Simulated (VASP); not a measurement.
# Hg (R-3m) in VASP: a series of runs

The runs below take Hg through single point, with LDA.

All numbers are computed with VASP 6.6.1; they aren't measurements. Logs are shortened: lines on timing, memory, paths and dates and some standing lists are left out, and cuts for length are marked.

## (1) The cell of the first run

It takes space group R-3m (No. 166, trigonal). Conventional cell: a = 3.493 Å, b = 3.493 Å, c = 6.444 Å, α = 90.00°, β = 90.00°, γ = 120.00°. Hg (site symmetry -3m) has 12 Hg at 2.95 to 3.49 Å within 3.9 Å.

## (2) Single point, LDA

The input, INCAR:

```
SYSTEM = Hg
  PREC = Accurate
  ENCUT = 500
  EDIFF = 1E-6
  ISMEAR = -1
  SIGMA = 0.1
  LREAL = .FALSE.
  LASPH = .TRUE.
  NELM = 120
  ALGO = Normal
  ISIF = 2
  LWAVE = .FALSE.
  LCHARG = .TRUE.
  GGA = CA
  LELF = .TRUE.
  LVHAR = .TRUE.
  NBANDS = 16
  GGA_COMPAT = .FALSE.
```

The input, KPOINTS:

```
Automatic mesh
0
G
  19 19 19
  0 0 0
```

The input, POSCAR:

```
Hg
1.0
    1.7463233735      1.0082402698      2.1478810803
   -1.7463233735      1.0082402698      2.1478810803
    0.0000000000     -2.0164805396      2.1478810803
Hg
1
Direct
    0.0000000000      1.0000000000      0.0000000000
```

Potentials or basis: VASP PAW LDA potentials, release 64 (Hg_sv_GW).

Launch:

```bash
cat potpaw_LDA.64/Hg_sv_GW/POTCAR > POTCAR
mpirun -np 1 vasp_std > vasp.out
```

OUTCAR:

```text
SYSTEM = Hg
   PREC = Accurate
   ENCUT = 500
   EDIFF = 1E-6
   ISMEAR = -1
   LREAL = .FALSE.
   LASPH = .TRUE.
   NELM = 120
   ISIF = 2
   GGA = CA

 ion  position               nearest neighbor table
   1  0.000  0.000  0.000-

  LATTYP: Found a trigonal (rhomboedric) cell.
 ALAT       =     2.9461138643
 COS(alpha) =     0.2972833017

  Lattice vectors:

 A1 = (   1.7463233735,   1.0082402698,   2.1478810803)
 A2 = (  -1.7463233735,   1.0082402698,   2.1478810803)
 A3 = (   0.0000000000,  -2.0164805396,   2.1478810803)

Analysis of symmetry for initial positions (statically):
=====================================================================
 Subroutine PRICEL returns:
 Original cell was already a primitive cell.

 Routine SETGRP: Setting up the symmetry group for a
 trigonal (rhombohedral) supercell.

 Subroutine GETGRP returns: Found 12 space group operations
 (whereof 12 operations were pure point group operations)
 out of a pool of 12 trial point group operations.

The static configuration has the point symmetry D_3d.

Analysis of symmetry for dynamics (positions and initial velocities):
=====================================================================
 Subroutine PRICEL returns:
 Original cell was already a primitive cell.

 Routine SETGRP: Setting up the symmetry group for a
 trigonal (rhombohedral) supercell.

 Subroutine GETGRP returns: Found 12 space group operations
 (whereof 12 operations were pure point group operations)
 out of a pool of 12 trial point group operations.

The dynamic configuration has the point symmetry D_3d.

 Subroutine INISYM returns: Found 12 space group operations
 (whereof 12 operations are pure point group operations),
 and found     1 'primitive' translations

----------------------------------------------------------------------------------------

                                     Primitive cell

  volume of cell :      22.6908

  direct lattice vectors                    reciprocal lattice vectors
     1.746323374  1.008240270  2.147881080     0.286315815  0.165304513  0.155191708
    -1.746323374  1.008240270  2.147881080    -0.286315815  0.165304513  0.155191708
     0.000000000 -2.016480540  2.147881080     0.000000000 -0.330609026  0.155191708

  length of vectors
     2.946113864  2.946113864  2.946113864     0.365221569  0.365221569  0.365221569

  position of ions in fractional coordinates (direct lattice)
     0.000000000  0.000000000  0.000000000

  ion indices of the primitive-cell ions
   primitive index   ion index
                 1           1

----------------------------------------------------------------------------------------

 KPOINTS: Automatic mesh

Automatic generation of k-mesh.
 Grid dimensions read from file:
 generate k-points for:   19   19   19

 Generating k-lattice:

  Cartesian coordinates                     Fractional coordinates (reciprocal lattice)
     0.015069253  0.008700238  0.008167985     0.052631579  0.000000000  0.000000000
    -0.015069253  0.008700238  0.008167985     0.000000000  0.052631579  0.000000000
     0.000000000 -0.017400475  0.008167985     0.000000000  0.000000000  0.052631579

  Length of vectors
     0.019222188  0.019222188  0.019222188

  Shift w.r.t. Gamma in fractional coordinates (k-lattice)
     0.000000000  0.000000000  0.000000000

 Subroutine IBZKPT returns following result:
 ===========================================

 Found    670 irreducible k-points:

 Following reciprocal coordinates:
            Coordinates               Weight
  0.000000  0.000000  0.000000      1.000000
  0.052632  0.000000 -0.000000      6.000000
  0.105263  0.000000 -0.000000      6.000000
  0.157895  0.000000  0.000000      6.000000
  0.210526  0.000000  0.000000      6.000000
  0.263158 -0.000000  0.000000      6.000000
[... 16 lines left out ...]
 -0.315789  0.052632  0.000000     12.000000
 -0.263158  0.052632  0.000000     12.000000
 [... further k-points ...]
   k-points           NKPTS =    670   k-points in BZ     NKDIM =    670   number of bands    NBANDS=     16
   number of dos      NEDOS =    301   number of ions     NIONS =      1
   total plane-waves  NPLWV =  13824
   dimension x,y,z NGX =    24 NGY =   24 NGZ =   24
   dimension x,y,z NGXF=    48 NGYF=   48 NGZF=   48
   ions per type =               1
   NGX,Y,Z   is equivalent  to a cutoff of  13.54, 13.54, 13.54 a.u.
   NGXF,Y,Z  is equivalent  to a cutoff of  27.09, 27.09, 27.09 a.u.
 SYSTEM =  Hg
   PREC   = accura    normal or accurate (medium, high low for compatibility)
   ISTART =      0    job   : 0-new  1-cont  2-samecut
   ICHARG =      2    charge: 1-file 2-atom 10-const
   ISPIN  =      1    spin polarized calculation?
   LNONCOLLINEAR =      F non collinear calculations
   LSORBIT =      F    spin-orbit coupling
   LASPH  =      T    aspherical Exc in radial PAW
   ENCUT  =  500.0 eV  36.75 Ry    6.06 a.u.   5.37  5.37  5.37*2*pi/ulx,y,z
   NELM   =    120;   NELMIN=  2; NELMDL= -5     # of ELM steps
   EDIFF  = 0.1E-05   stopping-criterion for ELM
   LREAL  =      F    real-space projection
   EDIFFG = 0.1E-04   stopping-criterion for IOM
   NSW    =      0    number of steps for IOM
   IBRION =     -1    ionic relax: 0-MD 1-quasi-New 2-CG
   NFREE  =      0    steps in history (QN), initial steepest desc. (CG)
   ISIF   =      2    stress and relaxation
   ISYM   =      2    0-nonsym 1-usesym 2-fastsym
   POTIM  = 0.5000    time-step for ionic-motion
   TEBEG  =    0.0;   TEEND  =   0.0 temperature during run
   PSTRESS=    0.0 pullay stress
   NELECT =      20.0000    total number of electrons
   NUPDOWN=      -1.0000    fix difference up-down
   EMIN   =  10.00;   EMAX   =-10.00  energy-range for DOS
   EFERMI =   0.00;   METHOD = LEGACY
   ISMEAR =    -1;   SIGMA  =   0.10  broadening in eV -4-tet -1-fermi 0-gaus
   EFERMI_NEDOS =   21; number of points for ismear=-14 and -15
   IALGO  =     38    algorithm
   IMIX   =      4    mixing-type and parameters
     AMIX     =   0.40;   BMIX     =  1.00
     AMIX_MAG =   1.60;   BMIX_MAG =  1.00
  volume/ion in A,a.u.               =      22.69       153.13
  Fermi-wavevector in a.u.,A,eV,Ry     =   1.569645  2.966199 33.521835  2.463785
  Thomas-Fermi vector in A             =   2.671497
   LORBIT       =      0    0 simple, 1 ext, 2 COOP (PROOUT), +10 PAW based schemes
   GGA     = CA    functional components
   LHFCALC =     F    Hartree Fock is set to
   AEXX    =    0.0000 exact exchange contribution
   IVDW    =     0    specifies the selected vdW correction
   LEPSILON=     F    determine dielectric tensor
   LRPA    =     F    only Hartree local field effects (RPA)
 non-spin polarized calculation
  energy-cutoff  :      500.00
  volume of cell :       22.69
 maximum number of plane-waves:       597
 NGX is ok and might be reduce to    24
   NGX = 11   NGY = 11   NGZ = 11

 number of electron      19.9999992 magnetization

 Free energy of the ion-electron system (eV)
  ---------------------------------------------------
  ext. energy  EPLUGINS =         0.00000000
  ---------------------------------------------------
  free energy    TOTEN  =        -0.98187195 eV

  energy without entropy =       -0.97293658  energy(sigma->0) =       -0.97740426

 E-fermi :   6.1983     XC(G=0): -11.9141

 val. band max:        6.1876979949   @ k =  -0.4211   0.2632   0.0526
 cond. band min:       6.2044016977   @ k =   0.4737   0.1053   0.1053
 fundamental gap:      0.0167037029
 Fermi energy:         6.1982593664

 k-point     1 :       0.0000    0.0000    0.0000
  band No.  band energies     occupation
      1    -108.4538      2.00000
      2     -57.0411      2.00000
      3     -57.0333      2.00000
      4     -57.0333      2.00000
      5      -3.3905      2.00000
      6      -1.8521      2.00000
[... 8 lines left out ...]
     15      24.5605      0.00000
     16      24.5605      0.00000

 k-point     2 :       0.0526    0.0000   -0.0000
  band No.  band energies     occupation
      1    -108.4537      2.00000
      2     -57.0420      2.00000
      3     -57.0343      2.00000
      4     -57.0333      2.00000
      5      -3.3265      2.00000
      6      -1.8476      2.00000
[... 8 lines left out ...]
     15      24.4316      0.00000
     16      24.7475      0.00000

 k-point     3 :       0.1053    0.0000   -0.0000
  band No.  band energies     occupation
      1    -108.4536      2.00000
      2     -57.0456      2.00000
      3     -57.0357      2.00000
      4     -57.0331      2.00000
      5      -3.1449      2.00000
      6      -1.8353      2.00000
[... 8 lines left out ...]
     15      24.1054      0.00000
     16      25.4083      0.00000

 k-point     4 :       0.1579    0.0000    0.0000
  band No.  band energies     occupation
      1    -108.4533      2.00000
      2     -57.0523      2.00000
      3     -57.0366      2.00000
      4     -57.0328      2.00000
      5      -2.8846      2.00000
      6      -1.8195      2.00000
[... 8 lines left out ...]
     15      23.8435      0.00000
     16      25.6518      0.00000
[... 324 lines left out ...]
 k-point    22 :      -0.3684    0.0526    0.0000
  band No.  band energies     occupation
      1    -108.4521      2.00000
      2     -57.0918      2.00000
      3     -57.0374      2.00000
      4     -57.0318      2.00000
      5      -2.2996      2.00000
      6      -1.8030      2.00000
[... 8 lines left out ...]
     15      24.2288      0.00000
     16      24.9019      0.00000

 k-point    23 :      -0.3158    0.0526    0.0000
  band No.  band energies     occupation
      1    -108.4523      2.00000
      2     -57.0829      2.00000
      3     -57.0375      2.00000
      4     -57.0322      2.00000
      5      -2.3178      2.00000
      6      -1.7917      2.00000
[... 8 lines left out ...]
     15      24.4333      0.00000
     16      25.1317      0.00000

 k-point    24 :      -0.2632    0.0526    0.0000
  band No.  band energies     occupation
      1    -108.4526      2.00000
      2     -57.0728      2.00000
      3     -57.0376      2.00000
      4     -57.0327      2.00000
      5      -2.3780      2.00000
      6      -1.7864      2.00000
[... 8 lines left out ...]
     15      24.8229      0.00000
     16      25.2348      0.00000

 [... further k-points ...]

------------------------ aborting loop because EDIFF is reached ----------------------------------------

  FORCE on cell =-STRESS in cart. coord.  units (eV):
  Direction    XX          YY          ZZ          XY          YZ          ZX
  --------------------------------------------------------------------------------------
  -------------------------------------------------------------------------------------
  Total       -0.1608777     -0.1608777     -0.1752872      0.0000000     -0.0000000      0.0000000
  in kB      -11.3594216    -11.3594216    -12.3768619      0.0000000     -0.0000000      0.0000000
  external PRESSURE =     -11.6985683 kB  Pullay stress =       0.0000000 kB

 VOLUME and BASIS-vectors are now :
 -----------------------------------------------------------------------------
  energy-cutoff  :      500.00
  volume of cell :       22.69
      direct lattice vectors                 reciprocal lattice vectors
     1.746323374  1.008240270  2.147881080     0.286315815  0.165304513  0.155191708
    -1.746323374  1.008240270  2.147881080    -0.286315815  0.165304513  0.155191708
     0.000000000 -2.016480540  2.147881080     0.000000000 -0.330609026  0.155191708

 POSITION                                       TOTAL-FORCE (eV/Angst)
 -----------------------------------------------------------------------------------
      0.00000      0.00000      0.00000         0.000000      0.000000      0.000000
 -----------------------------------------------------------------------------------
    total drift:                                0.000000     -0.000000      0.000000

  FREE ENERGIE OF THE ION-ELECTRON SYSTEM (eV)
  ---------------------------------------------------
  free  energy   TOTEN  =        -0.9818719486 eV

  energy  without entropy=       -0.9729365796  energy(sigma->0) =       -0.97740426
```

Run time: 97 s. Hardware: 1 thread of Intel Xeon Platinum 8259CL at 2.50GHz (Skylake/Cascade Lake), shared host; peak memory 0.37 GiB.

What came out:

| Property | Result |
| --- | --- |
| Free energy | -0.9819 eV |
| Pressure | -1.2 GPa |
| Band gap on the k mesh | zero (bands 10 and 11 overlap by 3.44 eV) |

Caveat: spin-orbit coupling is left out, which moves the levels of the heavy elements.

## (3) Single point, LDA

The input, INCAR:

```
PREC     = Accurate       # precision mode
ENCUT    = 520            # plane-wave cutoff, eV
EDIFF    = 1E-6           # SCF threshold, eV
ISMEAR   = 1              # smearing method
SIGMA    = 0.1            # smearing width, eV
LREAL    = F              # projectors in reciprocal space
LASPH    = T              # aspherical terms in the spheres
NELM     = 80             # most SCF steps
ALGO     = Normal         # electronic algorithm
ISIF     = 2              # what is computed and relaxed
LWAVE    = F              # write WAVECAR
LCHARG   = T              # write CHGCAR
GGA      = CA             # functional
LELF     = T              # ELF
LVHAR    = T            
NBANDS   = 12             # bands
```

The input, KPOINTS:

```
Automatic mesh
0
Gamma
  11 11 11
```

POSCAR is that of step 2.

Potentials or basis: VASP PAW LDA potentials, release 64 (Hg).

Launch:

```bash
cat potpaw_LDA.64/Hg/POTCAR > POTCAR
mpirun -np 1 vasp_std > vasp.out
```

Run time: 26 s. Hardware: 1 thread of Intel Xeon 8259CL, shared host; peak memory 0.16 GiB.

Results (log left out):

```yaml
Free_energy: -0.9666 eV
Pressure: 0.9 GPa
Band_gap_on_the_k_mesh: zero (bands 6 and 7 overlap by 2.76 eV)
```

Stress tensor (GPa, compression positive):
```
0.63 0.00 0.00
0.00 0.63 0.00
0.00 0.00 1.41
```

Levels at points of the mesh, in eV from the Fermi level:
```
           k point  band 3  band 4  band 5  band 6  band 7  band 8  band 9  band 10
(0.00, 0.00, 0.00)   -7.91   -6.23   -6.12   -6.12   12.13   12.54   12.54    17.18
```

Caveat: spin-orbit coupling is left out, which moves the levels of the heavy elements.

## (4) Single point, LDA

The input, INCAR:

```
SYSTEM = Hg
PREC = Accurate ; ENCUT = 520
EDIFF = 1E-7 ; ISMEAR = 1
SIGMA = 0.2 ; LREAL = .False.
LASPH = .True. ; NELM = 100
ALGO = Normal ; ISIF = 2
LWAVE = .False. ; LCHARG = .False.
GGA = CA ; NBANDS = 12
```

The input, KPOINTS:

```
regular mesh
0
Gamma
  11 11 11
  0 0 0
```

POSCAR is that of step 3.

Potentials or basis: VASP PAW LDA potentials, release 64 (Hg).

Launch:

```bash
cat potpaw_LDA.64/Hg/POTCAR > POTCAR
mpirun -np 1 vasp_std > vasp.out
```

OUTCAR:

```text
SYSTEM = Hg
   PREC = Accurate
   ENCUT = 520
   EDIFF = 1E-7
   ISMEAR = 1
   LREAL = .False.
   LASPH = .True.
   NELM = 100
   ISIF = 2
   GGA = CA

 ion  position               nearest neighbor table
   1  0.000  0.000  0.000-

  LATTYP: Found a trigonal (rhomboedric) cell.
 ALAT       =     2.9461138643
 COS(alpha) =     0.2972833017

  Lattice vectors:

 A1 = (   1.7463233735,   1.0082402698,   2.1478810803)
 A2 = (  -1.7463233735,   1.0082402698,   2.1478810803)
[... 541 lines left out ...]

 [... further k-points ...]

------------------------ aborting loop because EDIFF is reached ----------------------------------------

  FORCE on cell =-STRESS in cart. coord.  units (eV):
  Direction    XX          YY          ZZ          XY          YZ          ZX
  --------------------------------------------------------------------------------------
  -------------------------------------------------------------------------------------
  Total        0.0886909      0.0886909      0.1771745      0.0000000      0.0000000      0.0000000
  in kB        6.2623795      6.2623795     12.5101224      0.0000000      0.0000000      0.0000000
  external PRESSURE =       8.3449605 kB  Pullay stress =       0.0000000 kB

 VOLUME and BASIS-vectors are now :
 -----------------------------------------------------------------------------
  energy-cutoff  :      520.00
  volume of cell :       22.69
      direct lattice vectors                 reciprocal lattice vectors
     1.746323374  1.008240270  2.147881080     0.286315815  0.165304513  0.155191708
    -1.746323374  1.008240270  2.147881080    -0.286315815  0.165304513  0.155191708
     0.000000000 -2.016480540  2.147881080     0.000000000 -0.330609026  0.155191708

 POSITION                                       TOTAL-FORCE (eV/Angst)
 -----------------------------------------------------------------------------------
      0.00000      0.00000      0.00000        -0.000000     -0.000000     -0.000000
 -----------------------------------------------------------------------------------
    total drift:                                0.000000     -0.000000     -0.000000

  FREE ENERGIE OF THE ION-ELECTRON SYSTEM (eV)
  ---------------------------------------------------
  free  energy   TOTEN  =        -0.9664889947 eV

  energy  without entropy=       -0.9667578117  energy(sigma->0) =       -0.96657860
```

stdout:

```text
POSCAR found type information on POSCAR Hg
 POSCAR found :  1 types and       1 ions
 scaLAPACK will be used
 LDA part: xc-table for (Slater(with rela. corr.)+CA(PZ))
 , standard interpolation
 POSCAR, INCAR and KPOINTS ok, starting setup
 FFT: planning ... GRIDC
 FFT: planning ... GRID_SOFT
 FFT: planning ... GRID
 WAVECAR not read
 entering main loop
```

Run time: 24 s. Hardware: 1 thread of Intel Xeon 8259CL, shared host; peak memory 0.16 GiB.

What came out:

| Property | Result |
| --- | --- |
| Free energy | -0.9665 eV |
| Pressure | 0.8 GPa |
| Band gap on the k mesh | zero (bands 6 and 7 overlap by 2.76 eV) |

Stress tensor (GPa, compression positive):
```
0.63 0.00 0.00
0.00 0.63 0.00
0.00 0.00 1.25
```

Caveat: spin-orbit coupling is left out, which moves the levels of the heavy elements.

[end of part 1 of 2]

The gap in the log of VASP goes by the Fermi energy; the results here count the filled bands.